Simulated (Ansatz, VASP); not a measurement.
**One calculation of Rh, two programs**

Contents of INCAR:

```
SYSTEM = Rh
ALGO = Normal
EDIFF = 1E-6
ENCUT = 520
GGA = RP
ISIF = 2
ISMEAR = -1
LASPH = .TRUE.
LCHARG = .TRUE.
LELF = .TRUE.
LREAL = .FALSE.
LVHAR = .TRUE.
LWAVE = .FALSE.
NBANDS = 22
NELM = 60
PREC = Accurate
SIGMA = 0.1
```

File KPOINTS:

```
k-points
0
G
  14 14 13
  0 0 0
```

The input POSCAR:

```
Rh
1.0
   -2.6934965033      3.0992012366      1.3221173473
    3.0992012366     -2.6934965033      1.3221173473
    1.8862351076      1.8862351076     -0.5790683852
Rh
2
Direct
    0.0102247971      0.9897752029      0.0000000000
    0.7397752029      0.2602247971      0.5000000000
```

Input for Ansatz:

```yaml
crystal:
  lattice:
    - [-2.6934965033, 3.0992012366, 1.3221173473]
    - [3.0992012366, -2.6934965033, 1.3221173473]
    - [1.8862351076, 1.8862351076, -0.5790683852]
  atoms:
    - { symbol: Rh, position: [0.0102247971, 0.9897752029, 0.0] }
    - { symbol: Rh, position: [0.7397752029, 0.2602247971, 0.5] }
hamiltonian:
  xc: rpbe
  pseudopotentials:
    kind: paw
    azcp:
      Rh: "pseudopotentials/Rh.paw.azcp"
basis:
  ecutwfc: 420
  fft_grid_basis: typed
kpoints:
  mp_grid: { grid: [14, 14, 13], shift: [0, 0, 0] }
magnetization:
  spin_polarized: false
scf:
  occupations: { method: fermi_dirac, width: 0.1 }
  lower_state_search: "off"
output:
  stress: true
```

Alike in both runs: task single point; functional RPBE; k mesh 14 × 14 × 13; occupations fermi-dirac, width 0.1 eV; no spin polarisation.

```csv
,VASP,Ansatz
version,VASP 6.6.1,Ansatz 0.2.0
potentials or method,"VASP PAW PBE potentials, release 64 (Rh_pv), cutoff 520 eV","plane waves (420 eV) with PAW, scalar-relativistic"
valence electrons in the cell,30,34
```

```csv
,VASP,Ansatz,Ansatz less VASP
pressure (GPa),-0.1,-0.2,-0.15
"traceless stress, the component that is largest in VASP (GPa)",-0.49,-0.49,+0.007
```

VASP's potentials were made for PBE, not for RPBE. The functional is the same, so the differences come from potentials, cutoffs and numerics. VASP's potentials hold 30 valence electrons a cell and Ansatz's 34, so a difference there can come from the potentials and not from the codes.
